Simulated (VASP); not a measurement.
# C (Pm) in VASP: single point with PBE+D3(BJ)

Aim: the single point of C with PBE+D3(BJ).

Program: VASP 6.6.1. These are calculated values, not measurements. Logs are shortened: lines on timing, memory, paths and dates and some standing lists are left out, and cuts for length are marked.

### Step 1. The cell of the first run

The structure is monoclinic, space group Pm (No. 6). The conventional cell has a = 2.465 Å, b = 6.799 Å, c = 2.465 Å, α = 90.00°, β = 119.98°, γ = 90.00°. Within 1.6 Å of C (site symmetry m) lie 3 C at 1.22 to 1.53 Å. Within 1.9 Å of C (site symmetry m) lie 3 C at 1.42 Å. C (site symmetry m) has 3 C at 1.42 Å within 1.9 Å. C (site symmetry m) has 3 C at 1.22 to 1.53 Å within 1.6 Å.

### Step 2. Single point, PBE+D3(BJ) (atom 1 (C) moved +0.200 Å towards its neighbour atom 4 (C) at 1.423 Å)

INCAR

```
  PREC = Accurate
  ENCUT = 520
  EDIFF = 1E-6
  ISMEAR = 0
  SIGMA = 0.15
  LREAL = False
  LASPH = True
  NELM = 100
  ALGO = Normal
  ISIF = 2
  LWAVE = False
  LCHARG = False
  GGA = PE
  IVDW = 12
  NBANDS = 16
```

KPOINTS

```
Automatic mesh
0
Gamma
  22 22 8
```

POSCAR

```
C
1.0
    1.2327689981     -2.1341461166      0.0000000000
    1.2327689981      2.1341461166      0.0000000000
    0.0000000000      0.0000000000      6.7989836842
C
4
Direct
   -0.0103688024      0.8698405680      0.7500000000
    0.5833101797      0.4166898203      0.2500000000
    0.9166898203      0.0833101797      0.2500000000
    0.4166898203      0.5833101797      0.7500000000
```

Potentials or basis: VASP PAW PBE potentials, release 64 (C).

On the command line:

```bash
> cat potpaw_PBE.64/C/POTCAR > POTCAR
> mpirun -np 1 vasp_std > vasp.out
```

OUTCAR:

```text
PREC = Accurate
   ENCUT = 520
   EDIFF = 1E-6
   ISMEAR = 0
   LREAL = False
   LASPH = True
   NELM = 100
   ISIF = 2
   GGA = PE
   IVDW = 12
 IVDW          = 12

 ion  position               nearest neighbor table
   1  0.990  0.870  0.750-   4 1.22   4 1.53   4 1.53
   2  0.583  0.417  0.250-   3 1.42   3 1.42   3 1.42
   3  0.917  0.083  0.250-   2 1.42   2 1.42   2 1.42
   4  0.417  0.583  0.750-   1 1.22   1 1.53   1 1.53

  LATTYP: Found a base centered orthorhombic cell.
 ALAT       =     2.4655379962
 B/A-ratio  =     1.7311808781
 C/A-ratio  =     2.7576065324

  Lattice vectors:

 A1 = (   1.2327689981,  -2.1341461166,   0.0000000000)
 A2 = (   1.2327689981,   2.1341461166,   0.0000000000)
 A3 = (   0.0000000000,   0.0000000000,   6.7989836842)

Analysis of symmetry for initial positions (statically):
=====================================================================
 Subroutine PRICEL returns:
 Original cell was already a primitive cell.

 Routine SETGRP: Setting up the symmetry group for a
 base centered orthorhombic supercell.

 Subroutine GETGRP returns: Found  2 space group operations
 (whereof  1 operations were pure point group operations)
 out of a pool of  8 trial point group operations.

The static configuration has the point symmetry C_1 .
 The point group associated with its full space group is C_1h.

Analysis of symmetry for dynamics (positions and initial velocities):
=====================================================================
 Subroutine PRICEL returns:
 Original cell was already a primitive cell.

 Routine SETGRP: Setting up the symmetry group for a
 base centered orthorhombic supercell.

 Subroutine GETGRP returns: Found  2 space group operations
 (whereof  1 operations were pure point group operations)
 out of a pool of  8 trial point group operations.

The dynamic configuration has the point symmetry C_1 .
 The point group associated with its full space group is C_1h.

 Subroutine INISYM returns: Found  2 space group operations
 (whereof  1 operations are pure point group operations),
 and found     1 'primitive' translations

----------------------------------------------------------------------------------------

                                     Primitive cell

  volume of cell :      35.7750

  direct lattice vectors                    reciprocal lattice vectors
     1.232768998 -2.134146117  0.000000000     0.405590991 -0.234285739  0.000000000
     1.232768998  2.134146117  0.000000000     0.405590991  0.234285739  0.000000000
     0.000000000  0.000000000  6.798983684     0.000000000  0.000000000  0.147080806

  length of vectors
     2.464609310  2.464609310  6.798983684     0.468394983  0.468394983  0.147080806

  position of ions in fractional coordinates (direct lattice)
     0.989631198  0.869840568  0.750000000
     0.583310180  0.416689820  0.250000000
     0.916689820  0.083310180  0.250000000
     0.416689820  0.583310180  0.750000000

  ion indices of the primitive-cell ions
   primitive index   ion index
                 1           1
                 2           2
                 3           3
                 4           4

----------------------------------------------------------------------------------------

 KPOINTS: Automatic mesh

Automatic generation of k-mesh.
 Grid dimensions read from file:
 generate k-points for:   22   22    8

 Generating k-lattice:

  Cartesian coordinates                     Fractional coordinates (reciprocal lattice)
     0.018435954 -0.010649352  0.000000000     0.045454545  0.000000000  0.000000000
     0.018435954  0.010649352  0.000000000     0.000000000  0.045454545  0.000000000
     0.000000000  0.000000000  0.018385101     0.000000000  0.000000000  0.125000000

  Length of vectors
     0.021290681  0.021290681  0.018385101

  Shift w.r.t. Gamma in fractional coordinates (k-lattice)
     0.000000000  0.000000000  0.000000000

 Subroutine IBZKPT returns following result:
 ===========================================

 Found   1220 irreducible k-points:

 Following reciprocal coordinates:
            Coordinates               Weight
  0.000000  0.000000  0.000000      1.000000
  0.045455  0.000000  0.000000      2.000000
  0.000000  0.045455  0.000000      2.000000
  0.090909  0.000000  0.000000      2.000000
  0.000000  0.090909  0.000000      2.000000
  0.136364  0.000000  0.000000      2.000000
[... 16 lines left out ...]
  0.000000  0.500000  0.000000      1.000000
  0.045455  0.045455  0.000000      2.000000
 [... further k-points ...]
   k-points           NKPTS =   1220   k-points in BZ     NKDIM =   1220   number of bands    NBANDS=     16
   number of dos      NEDOS =    301   number of ions     NIONS =      4
   total plane-waves  NPLWV =  17496
   dimension x,y,z NGX =    18 NGY =   18 NGZ =   54
   dimension x,y,z NGXF=    36 NGYF=   36 NGZF=  108
   ions per type =               4
   NGX,Y,Z   is equivalent  to a cutoff of  12.14, 12.14, 13.20 a.u.
   NGXF,Y,Z  is equivalent  to a cutoff of  24.28, 24.28, 26.41 a.u.
 SYSTEM =  unknown system
   PREC   = accura    normal or accurate (medium, high low for compatibility)
   ISTART =      0    job   : 0-new  1-cont  2-samecut
   ICHARG =      2    charge: 1-file 2-atom 10-const
   ISPIN  =      1    spin polarized calculation?
   LNONCOLLINEAR =      F non collinear calculations
   LSORBIT =      F    spin-orbit coupling
   LASPH  =      T    aspherical Exc in radial PAW
   ENCUT  =  520.0 eV  38.22 Ry    6.18 a.u.   4.58  4.58 12.64*2*pi/ulx,y,z
   NELM   =    100;   NELMIN=  2; NELMDL= -5     # of ELM steps
   EDIFF  = 0.1E-05   stopping-criterion for ELM
   LREAL  =      F    real-space projection
   EDIFFG = 0.1E-04   stopping-criterion for IOM
   NSW    =      0    number of steps for IOM
   IBRION =     -1    ionic relax: 0-MD 1-quasi-New 2-CG
   NFREE  =      0    steps in history (QN), initial steepest desc. (CG)
   ISIF   =      2    stress and relaxation
   ISYM   =      2    0-nonsym 1-usesym 2-fastsym
   POTIM  = 0.5000    time-step for ionic-motion
   TEBEG  =    0.0;   TEEND  =   0.0 temperature during run
   PSTRESS=    0.0 pullay stress
   NELECT =      16.0000    total number of electrons
   NUPDOWN=      -1.0000    fix difference up-down
   EMIN   =  10.00;   EMAX   =-10.00  energy-range for DOS
   EFERMI =   0.00;   METHOD = LEGACY
   ISMEAR =     0;   SIGMA  =   0.15  broadening in eV -4-tet -1-fermi 0-gaus
   EFERMI_NEDOS =   21; number of points for ismear=-14 and -15
   IALGO  =     38    algorithm
   IMIX   =      4    mixing-type and parameters
     AMIX     =   0.40;   BMIX     =  1.00
     AMIX_MAG =   1.60;   BMIX_MAG =  1.00
  volume/ion in A,a.u.               =       8.94        60.36
  Fermi-wavevector in a.u.,A,eV,Ry     =   1.251954  2.365849 21.325603  1.567388
  Thomas-Fermi vector in A             =   2.385877
   LORBIT       =      0    0 simple, 1 ext, 2 COOP (PROOUT), +10 PAW based schemes
   GGA     = PE    functional components
   LHFCALC =     F    Hartree Fock is set to
   AEXX    =    0.0000 exact exchange contribution
   IVDW    =    12    specifies the selected vdW correction
   LEPSILON=     F    determine dielectric tensor
   LRPA    =     F    only Hartree local field effects (RPA)
 non-spin polarized calculation
 Gauss-broadening in eV      SIGMA  =   0.15
  energy-cutoff  :      520.00
  volume of cell :       35.78
 maximum number of plane-waves:       986
   NGX =  9   NGY =  9   NGZ = 25

 number of electron      15.9999999 magnetization

 Free energy of the ion-electron system (eV)
  ---------------------------------------------------
  ext. energy  EPLUGINS =         0.00000000
  ---------------------------------------------------
  free energy    TOTEN  =       -35.58224032 eV

  energy without entropy =      -35.58025389  energy(sigma->0) =      -35.58124710

 E-fermi :   4.3936     XC(G=0): -10.2060

 val. band max:        4.3874258872   @ k =   0.4091   0.1818   0.2500
 cond. band min:       4.3955042450   @ k =   0.0455   0.0000   0.1250
 fundamental gap:      0.0080783578
 Fermi energy:         4.3936008873

 k-point     1 :       0.0000    0.0000    0.0000
  band No.  band energies     occupation
      1     -15.1149      2.00000
      2     -14.8465      2.00000
      3      -3.9550      2.00000
      4      -2.1374      2.00000
      5      -1.0093      2.00000
      6       1.5091      2.00000
[... 8 lines left out ...]
     15      15.9754      0.00000
     16      16.4572      0.00000

 k-point     2 :       0.0455    0.0000    0.0000
  band No.  band energies     occupation
      1     -15.0669      2.00000
      2     -14.7993      2.00000
      3      -3.8942      2.00000
      4      -2.0799      2.00000
      5      -1.1338      2.00000
      6       1.3099      2.00000
[... 8 lines left out ...]
     15      15.7985      0.00000
     16      16.2584      0.00000

 k-point     3 :       0.0000    0.0455    0.0000
  band No.  band energies     occupation
      1     -15.0660      2.00000
      2     -14.7984      2.00000
      3      -3.8963      2.00000
      4      -2.0829      2.00000
      5      -1.0970      2.00000
      6       1.3097      2.00000
[... 8 lines left out ...]
     15      15.8003      0.00000
     16      16.3100      0.00000

 k-point     4 :       0.0909    0.0000    0.0000
  band No.  band energies     occupation
      1     -14.9232      2.00000
      2     -14.6582      2.00000
      3      -3.7122      2.00000
      4      -1.9078      2.00000
      5      -1.4961      2.00000
      6       0.7425      2.00000
[... 8 lines left out ...]
     15      15.2987      0.00000
     16      15.7439      0.00000
[... 324 lines left out ...]
 k-point    22 :       0.5000    0.0000    0.0000
  band No.  band energies     occupation
      1     -10.3904      2.00000
      2      -9.7256      2.00000
      3      -8.8376      2.00000
      4      -8.6365      2.00000
      5      -1.8654      2.00000
      6      -0.8171      2.00000
[... 8 lines left out ...]
     15      19.1094      0.00000
     16      19.6459      0.00000

 k-point    23 :       0.0000    0.5000    0.0000
  band No.  band energies     occupation
      1     -10.4266      2.00000
      2      -9.7397      2.00000
      3      -8.6908      2.00000
      4      -7.8145      2.00000
      5      -1.9576      2.00000
      6      -1.8651      2.00000
[... 8 lines left out ...]
     15      18.7543      0.00000
     16      19.0176      0.00000

 k-point    24 :       0.0455    0.0455    0.0000
  band No.  band energies     occupation
      1     -14.9701      2.00000
      2     -14.7043      2.00000
      3      -3.7749      2.00000
      4      -1.9685      2.00000
      5      -1.3387      2.00000
      6       0.9372      2.00000
[... 8 lines left out ...]
     15      15.4514      0.00000
     16      15.9514      0.00000

 [... further k-points ...]

------------------------ aborting loop because EDIFF is reached ----------------------------------------

 Edisp (eV)   -0.61646

 E8    (eV) :    -0.1744

  FORCE on cell =-STRESS in cart. coord.  units (eV):
  Direction    XX          YY          ZZ          XY          YZ          ZX
  --------------------------------------------------------------------------------------
  -------------------------------------------------------------------------------------
  Total       5.66803     1.94806     0.08700    -3.21794     0.00000     0.00000
  in kB     253.84181    87.24365     3.89608  -144.11473     0.00000     0.00000
  external pressure =      114.99 kB  Pullay stress =        0.00 kB

 VOLUME and BASIS-vectors are now :
 -----------------------------------------------------------------------------
  energy-cutoff  :      520.00
  volume of cell :       35.78
      direct lattice vectors                 reciprocal lattice vectors
     1.232768998 -2.134146117  0.000000000     0.405590991 -0.234285739  0.000000000
     1.232768998  2.134146117  0.000000000     0.405590991  0.234285739  0.000000000
     0.000000000  0.000000000  6.798983684     0.000000000  0.000000000  0.147080806

 POSITION                                       TOTAL-FORCE (eV/Angst)
 -----------------------------------------------------------------------------------
      2.29230     -0.25565      5.09924        11.689188     -6.732782      0.000000
      1.23277     -0.35559      1.69975        -0.019745     -0.025554      0.000000
      1.23277     -1.77855      1.69975         0.019088      0.019275      0.000000
      1.23277      0.35559      5.09924       -11.688530      6.739062      0.000000
 -----------------------------------------------------------------------------------
    total drift:                                0.000015     -0.000003     -0.000001

  FREE ENERGIE OF THE ION-ELECTRON SYSTEM (eV)
  ---------------------------------------------------
  free  energy   TOTEN  =       -36.1986994125 eV

  energy  without entropy=      -36.1967129820  energy(sigma->0) =      -36.19770620
```

Wall time 4.3 min (1 thread of Intel Xeon 6975P-C (Granite Rapids), shared host); peak memory 0.56 GiB.

What came out:

```yaml
Free_energy: -36.1987 eV
Pressure: 11.5 GPa
Largest_force: 13.492 eV/Å
Band_gap_on_the_k_mesh: zero (bands 8 and 9 overlap by 0.75 eV)
Dispersion_energy_per_atom: -0.154 eV
```

Forces on the atoms (eV/Å):
```
C    11.689  -6.733   0.000
C    -0.020  -0.026   0.000
C     0.019   0.019   0.000
C   -11.689   6.739   0.000
```

Stress tensor (GPa, compression positive):
```
 25.38 -14.41   0.00
-14.41   8.72   0.00
  0.00   0.00   0.39
```

Caveat: the cell differs from its parent crystal (atom 1 (C) moved +0.200 Å towards its neighbour atom 4 (C) at 1.423 Å); the cell stands under pressure; forces of over 1 eV/Å act on the atoms, so gaps and moduli don't describe the material at rest.
